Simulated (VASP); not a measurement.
Crystal: Se.

```
CELL_PARAMETERS angstrom
4.36620 0.00000 0.00000
-2.18310 3.78124 0.00000
0.00000 0.00000 4.95360
ATOMIC_POSITIONS crystal
Se 0.77460 0.77460 0.00000
Se 0.00000 0.22540 0.66667
Se 0.22540 0.00000 0.33333
```

Base run:

```yaml
Program: VASP 6.6.1
Functional: PBE
Potentials_or_basis: VASP PAW PBE potentials, release 64 (Se)
Cutoff: 520 eV
k_mesh: 7 × 7 × 6
Occupations: fermi-dirac, width 0.05 eV
Spin: non-collinear spin, zero start, spin-orbit coupling
Starting_moments: "[[0.0, 0.0, 0.0], [0.0, 0.0, 0.0], [0.0, 0.0, 0.0]] μB"
```

Its results: pressure 3.0 GPa; net moment 0.00 μB per cell; largest force 0.448 eV/Å.

Q: The run is repeated on the same cell with these changes: functional from PBE to PBEsol; k mesh from 7 × 7 × 6 to 5 × 5 × 4. What comes out?

A: Pressure 0.4 GPa; net moment 0.00 μB per cell; largest force 0.350 eV/Å.

Several settings changed at once.

Caveats: the PAW data sets were made with another functional, which shifts forces and pressure a little (at least some runs).
